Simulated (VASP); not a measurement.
# Ir2O (P6/mmm) in VASP: further runs, part 2 of 2

VASP 6.6.1. Earlier steps stand in the parts before.

## 4. Single point, PBE, collinear spin, ferromagnetic start

This run uses another cell than the first one, of 13.61 Å³/atom, 0.985 times its volume.

File INCAR:

```
PREC = Accurate ; ENCUT = 520
EDIFF = 1E-6 ; ISMEAR = 0
SIGMA = 0.1 ; LREAL = F
LASPH = T ; NELM = 150
ALGO = Normal ; ISIF = 2
LWAVE = F ; LCHARG = F
ISPIN = 2 ; MAGMOM = 1 1 0
LORBIT = 11 ; LMAXMIX = 4
GGA = PE ; NBANDS = 23
```

File KPOINTS:

```
Automatic mesh
0
Gamma
  6 6 4
```

File POSCAR:

```
Ir2O
1.0
    4.2357102393      0.0000000000      0.0000000000
   -2.1178551197      3.6682326703      0.0000000000
    0.0000000000      0.0000000000      2.6277226775
Ir O
2 1
Direct
    0.3333333333      0.6666666667      0.0000000000
    0.6666666667      0.3333333333      0.0000000000
    0.0000000000      0.0000000000      0.0000000000
```

Potentials or basis: VASP PAW PBE potentials, release 64 (Ir, O).

Launch:

```console
> cat potpaw_PBE.64/Ir/POTCAR potpaw_PBE.64/O/POTCAR > POTCAR
> mpirun -np 1 vasp_std > vasp.out
```

OUTCAR:

```text
PREC = Accurate
   ENCUT = 520
   EDIFF = 1E-6
   ISMEAR = 0
   LREAL = F
   LASPH = T
   NELM = 150
   ISIF = 2
   ISPIN = 2
   LORBIT = 11
   GGA = PE

 ion  position               nearest neighbor table
   1  0.333  0.667  0.000-   2 2.45   2 2.45   3 2.45   3 2.45   3 2.45   2 2.45
   2  0.667  0.333  0.000-   1 2.45   1 2.45   3 2.45   3 2.45   3 2.45   1 2.45
   3  0.000  0.000  0.000-   1 2.45   2 2.45   2 2.45   1 2.45   2 2.45   1 2.45

  LATTYP: Found a hexagonal cell.
 ALAT       =     4.2357102393
 C/A-ratio  =     0.6203735688

  Lattice vectors:
[... 1310 lines left out ...]
  energy-cutoff  :      520.00
  volume of cell :       40.83
      direct lattice vectors                 reciprocal lattice vectors
     4.235710239  0.000000000  0.000000000     0.236087915  0.136305421  0.000000000
    -2.117855120  3.668232670  0.000000000     0.000000000  0.272610843  0.000000000
     0.000000000  0.000000000  2.627722677     0.000000000  0.000000000  0.380557663

 POSITION                                       TOTAL-FORCE (eV/Angst)
 -----------------------------------------------------------------------------------
     -0.00000      2.44549      0.00000        -0.000000      0.000000      0.000000
      2.11786      1.22274      0.00000         0.000000      0.000000      0.000000
      0.00000      0.00000      0.00000        -0.000000      0.000000      0.000000
 -----------------------------------------------------------------------------------
    total drift:                               -0.000000      0.000000     -0.000000

  FREE ENERGIE OF THE ION-ELECTRON SYSTEM (eV)
  ---------------------------------------------------
  free  energy   TOTEN  =       -20.6946485471 eV

  energy  without entropy=      -20.6823037723  energy(sigma->0) =      -20.68847616

 total charge

# of ion       s       p       d       tot
------------------------------------------
    1        0.731   0.538   6.976   8.245
    2        0.731   0.538   6.976   8.245
    3        1.600   3.206   0.000   4.806
--------------------------------------------------
tot          3.062   4.282  13.952  21.297

 magnetization (x)

# of ion       s       p       d       tot
------------------------------------------
    1        0.000   0.000   0.000   0.000
    2        0.000   0.000   0.000   0.000
    3        0.000  -0.000   0.000   0.000
--------------------------------------------------
tot          0.000   0.000   0.000   0.000
```

OSZICAR:

```text
N       E                     dE             d eps       ncg     rms          rms(c)
DAV:   1     0.188399385304E+03    0.18840E+03   -0.10753E+04  1932   0.103E+03
DAV:   2    -0.143842149468E+02   -0.20278E+03   -0.18511E+03  1953   0.282E+02
DAV:   3    -0.236998517294E+02   -0.93156E+01   -0.90704E+01  2394   0.665E+01
DAV:   4    -0.238266788913E+02   -0.12683E+00   -0.12675E+00  2275   0.750E+00
DAV:   5    -0.238293314488E+02   -0.26526E-02   -0.26525E-02  2471   0.111E+00    0.195E+01
DAV:   6    -0.231216609194E+02    0.70767E+00   -0.13696E+01  2911   0.379E+01    0.199E+01
DAV:   7    -0.212353183250E+02    0.18863E+01   -0.37635E+01  2685   0.200E+01    0.685E+00
DAV:   8    -0.206971492373E+02    0.53817E+00   -0.13939E+00  2672   0.108E+01    0.173E+00
DAV:   9    -0.206985872298E+02   -0.14380E-02   -0.11801E-01  2233   0.207E+00    0.925E-01
DAV:  10    -0.206948024197E+02    0.37848E-02   -0.82068E-03  2741   0.783E-01    0.227E-01
DAV:  11    -0.206946715808E+02    0.13084E-03   -0.17475E-03  2648   0.320E-01    0.938E-02
DAV:  12    -0.206946374766E+02    0.34104E-04   -0.19092E-04  2724   0.801E-02    0.439E-02
DAV:  13    -0.206946449562E+02   -0.74796E-05   -0.39397E-05  2400   0.362E-02    0.243E-02
DAV:  14    -0.206946484896E+02   -0.35334E-05   -0.55990E-06  2376   0.178E-02    0.690E-03
DAV:  15    -0.206946485471E+02   -0.57497E-07   -0.26046E-06  1701   0.995E-03
   1 F= -.20694649E+02 E0= -.20688476E+02  d E =-.123448E-01  mag=     0.0001
```

It took 20 s on 1 thread of Intel Xeon 6975P-C (Granite Rapids), shared host; peak memory 0.18 GiB.

Results:

| Item | Value |
| --- | --- |
| Free energy | -20.6946 eV |
| Pressure | 0.2 GPa |
| Band gap on the k mesh | zero (filled and empty bands overlap) |
| Net moment | 0.00 μB per cell |
| Valence electrons inside the program's atomic spheres | Ir 8.24; O 4.81 |

Stress tensor (GPa, compression positive):
```
 0.36  0.00  0.00
 0.00  0.36  0.00
 0.00  0.00 -0.12
```

Caveat: the k points lie up to 0.60 Å⁻¹ apart; spin-orbit coupling is left out, which moves the levels of the heavy elements.

## 5. Relaxation of cell and atoms, PBE

This run uses another cell than the first one, of 13.61 Å³/atom, 0.985 times its volume.

File INCAR:

```
SYSTEM = Ir2O
PREC = Accurate
ENCUT = 600
EDIFF = 1E-7
ISMEAR = 0
SIGMA = 0.1
LREAL = .FALSE.
LASPH = .TRUE.
NELM = 60
ALGO = Normal
ISIF = 3
LWAVE = .FALSE.
LCHARG = .FALSE.
GGA = PE
IBRION = 2
NSW = 90
EDIFFG = -0.04
```

File KPOINTS:

```
regular mesh
0
G
  6 6 6
  0 0 0
```

POSCAR is that of step 4.

Potentials or basis: VASP PAW PBE potentials, release 64 (Ir, O).

Launch:

```console
> cat potpaw_PBE.64/Ir/POTCAR potpaw_PBE.64/O/POTCAR > POTCAR
> mpirun -np 1 vasp_std > vasp.out
```

OUTCAR:

```text
SYSTEM = Ir2O
   PREC = Accurate
   ENCUT = 600
   EDIFF = 1E-7
   ISMEAR = 0
   LREAL = .FALSE.
   LASPH = .TRUE.
   NELM = 60
   ISIF = 3
   GGA = PE
   IBRION = 2
   NSW = 90
   EDIFFG = -0.04

 ion  position               nearest neighbor table
   1  0.333  0.667  0.000-   2 2.45   2 2.45   3 2.45   3 2.45   3 2.45   2 2.45
   2  0.667  0.333  0.000-   1 2.45   1 2.45   3 2.45   3 2.45   3 2.45   1 2.45
   3  0.000  0.000  0.000-   1 2.45   2 2.45   2 2.45   1 2.45   2 2.45   1 2.45

  LATTYP: Found a hexagonal cell.
 ALAT       =     4.2357102393
 C/A-ratio  =     0.6203735688

  Lattice vectors:

[... 329 lines left out ...]

 number of electron      24.0000003 magnetization

 Free energy of the ion-electron system (eV)
  ---------------------------------------------------
  ext. energy  EPLUGINS =         0.00000000
  ---------------------------------------------------
  free energy    TOTEN  =       -20.19861479 eV

  energy without entropy =      -20.17878167  energy(sigma->0) =      -20.18869823

 E-fermi :   6.7640     XC(G=0): -12.5685

 val. band max:        6.7321330389   @ k =   0.3333   0.0000   0.3333
 cond. band min:       6.7999411054   @ k =   0.3333   0.0000   0.1667
 fundamental gap:      0.0678080665
 Fermi energy:         6.7640174462

 k-point     1 :       0.0000    0.0000    0.0000
  band No.  band energies     occupation
      1     -11.4505      2.00000
      2      -0.0152      2.00000
      3       0.4258      2.00000
      4       0.4258      2.00000
      5       1.9048      2.00000
      6       2.6366      2.00000
[... 433 lines left out ...]
      3       0.9443      2.00000
      4       1.2061      2.00000
      5       1.2228      2.00000
      6       2.5962      2.00000
[... 8 lines left out ...]
     15       9.4851      0.00000
     16      12.4819      0.00000

 [... further k-points ...]
[... 5 lines left out ...]
  --------------------------------------------------------------------------------------
  -------------------------------------------------------------------------------------
  Total        0.0007110      0.0007110     -0.0038209     -0.0000000      0.0000000      0.0000000
  in kB        0.0274580      0.0274580     -0.1475646     -0.0000000      0.0000000      0.0000000
  external PRESSURE =      -0.0308829 kB  Pullay stress =       0.0000000 kB
[... 18 lines left out ...]
  FREE ENERGIE OF THE ION-ELECTRON SYSTEM (eV)
  ---------------------------------------------------
  free  energy   TOTEN  =       -20.1986147872 eV

  energy  without entropy=      -20.1787816725  energy(sigma->0) =      -20.18869823

 reached required accuracy - stopping structural energy minimisation
```

OSZICAR:

```text
N       E                     dE             d eps       ncg     rms          rms(c)
DAV:   1     0.232417827079E+03    0.23242E+03   -0.12502E+04   896   0.166E+03
DAV:   2    -0.392427628070E+01   -0.23634E+03   -0.22914E+03   912   0.408E+02
DAV:   3    -0.231675630224E+02   -0.19243E+02   -0.18712E+02  1248   0.108E+02
DAV:   4    -0.235962966394E+02   -0.42873E+00   -0.42820E+00   928   0.190E+01
[... 52 lines left out ...]
DAV:   4    -0.201986262651E+02    0.53733E-03   -0.30915E-03  1144   0.535E-01    0.599E-02
DAV:   5    -0.201986268136E+02   -0.54848E-06   -0.26518E-04   936   0.156E-01    0.306E-02
DAV:   6    -0.201986152766E+02    0.11537E-04   -0.32089E-05   952   0.442E-02    0.709E-03
DAV:   7    -0.201986148570E+02    0.41959E-06   -0.58584E-06   976   0.202E-02    0.209E-03
DAV:   8    -0.201986147872E+02    0.69740E-07   -0.17549E-07   624   0.392E-03
   5 F= -.20198615E+02 E0= -.20188698E+02  d E =-.466218E-03
```

It took 46 s on 1 thread of Intel Xeon 6975P-C (Granite Rapids), shared host; peak memory 0.2 GiB.

What came out:

| Quantity | Value |
| --- | --- |
| Free energy | -20.1986 eV |
| Relaxed volume | 13.83 Å³/atom |
| Relaxed cell | a = 4.231 Å, b = 4.231 Å, c = 2.677 Å, α = 90.00°, β = 90.00°, γ = 120.00° |
| Space group after relaxing (to 0.05 Å) | P6/mmm (No. 191) |
| Energy gained by relaxing | 6.0 meV/atom |
| Ionic steps | 5 |
| Pressure after relaxing | 0.0 GPa |
| Band gap on the k mesh | zero (band 12 reaches 8.52 eV, above the bottom of band 13 at 6.43 eV) |

The path:
```tsv
step	energy change (eV)	largest force (eV/Å)	pressure (GPa)	volume (Å³)
1	0.0000	0.0000	2.75	40.83
2	-0.0073	0.0000	-3.13	42.21
3	-0.0177	0.0000	-0.75	41.59
4	-0.0165	0.0000	1.43	41.29
5	-0.0181	0.0000	0.00	41.49
```

Final structure:
```xyz
3
Lattice="4.2305 0.0000 0.0000 -2.1153 3.6637 0.0000 0.0000 0.0000 2.6766" Properties=species:S:1:pos:R:3 pbc="T T T"
Ir    0.0000    2.4425    0.0000
Ir    2.1153    1.2212    0.0000
O     0.0000    0.0000    0.0000
```

Caveat: the k points lie up to 0.39 Å⁻¹ apart in the final cell; spin-orbit coupling is left out, which moves the levels of the heavy elements.

## 6. Single point, PBE

This run uses another cell than the first one, of 13.72 Å³/atom, 0.993 times its volume.

File INCAR:

```
PREC = Accurate
ENCUT = 520
EDIFF = 1E-6
ISMEAR = 0
SIGMA = 0.1
LREAL = False
LASPH = True
NELM = 80
ALGO = Normal
ISIF = 2
LWAVE = False
LCHARG = True
GGA = PE
LELF = True
LVHAR = True
NBANDS = 19
```

File KPOINTS:

```
Automatic mesh
0
Gamma
  12 12 18
```

File POSCAR:

```
Ir2O
1.0
    4.2415681141      0.0000000000      0.0000000000
   -2.1207840571      3.6733057387      0.0000000000
    0.0000000000      0.0000000000      2.6417751814
Ir O
2 1
Direct
    0.3333333333      0.6666666667      0.0000000000
    0.6666666667      0.3333333333      0.0000000000
    0.0000000000      0.0000000000      0.0000000000
```

Potentials or basis: VASP PAW PBE potentials, release 64 (Ir, O).

Launch:

```console
> cat potpaw_PBE.64/Ir/POTCAR potpaw_PBE.64/O/POTCAR > POTCAR
> mpirun -np 1 vasp_std > vasp.out
```

It took 46 s on 1 thread of Intel Xeon 6975P-C (Granite Rapids), shared host; peak memory 0.25 GiB.

The run converged. Its results:

```yaml
Free_energy: -20.3502 eV
Pressure: 0.3 GPa
Band_gap_on_the_k_mesh: zero (band 12 reaches 8.61 eV, above the bottom of band 13 at 5.90 eV)
```

Stress tensor (GPa, compression positive):
```
 0.55  0.00  0.00
 0.00  0.55  0.00
 0.00  0.00 -0.22
```

Levels at points of the mesh, in eV from the Fermi level:
```csv
k point,band 10,band 11,band 12,band 13,band 14,band 15
"(0.00, 0.00, 0.00)",-1.72,-0.63,0.53,0.53,1.23,1.23
"(0.50, 0.00, 0.00)",-1.39,-0.45,-0.05,0.16,0.37,0.88
"(0.00, 0.00, 0.50)",-2.20,-2.20,1.41,1.41,1.96,2.73
"(0.50, 0.00, 0.50)",-1.37,-1.13,0.05,1.17,2.45,3.63
```

Caveat: spin-orbit coupling is left out, which moves the levels of the heavy elements.

## 7. Overview

```tsv
task	spin	cell	k mesh	cutoff (eV)	gap on the mesh (eV)	pressure (GPa)	moment (μB)
single point	off	a = 4.227, b = 4.227, c = 2.678 Å, angles 90.0, 90.0, 120.0°, 3 atoms	6 × 6 × 6	520	none	0.3	-
single point	collinear, ferromagnetic start	a = 3.366, b = 3.366, c = 3.867 Å, angles 90.0, 90.0, 120.0°, 3 atoms	6 × 6 × 4	520	none	278.0	0.00
single point	collinear, ferromagnetic start	a = 4.236, b = 4.236, c = 2.628 Å, angles 90.0, 90.0, 120.0°, 3 atoms	6 × 6 × 4	520	none	0.2	0.00
relaxation of cell and atoms	off	relaxed from a = 4.236, b = 4.236, c = 2.628 Å, angles 90.0, 90.0, 120.0°, 3 atoms	6 × 6 × 6	600	none	0.0	-
single point	off	a = 4.242, b = 4.242, c = 2.642 Å, angles 90.0, 90.0, 120.0°, 3 atoms	12 × 12 × 18	520	none	0.3	-
```

Alike in all rows: level PBE; potentials or basis VASP PAW PBE potentials, release 64 (Ir, O); smearing gaussian 0.1 eV.

Caveats: some runs use coarse meshes; spin-orbit coupling is left out, which moves the levels of the heavy elements.

Absolute energies hang on the potentials; compare differences alone.
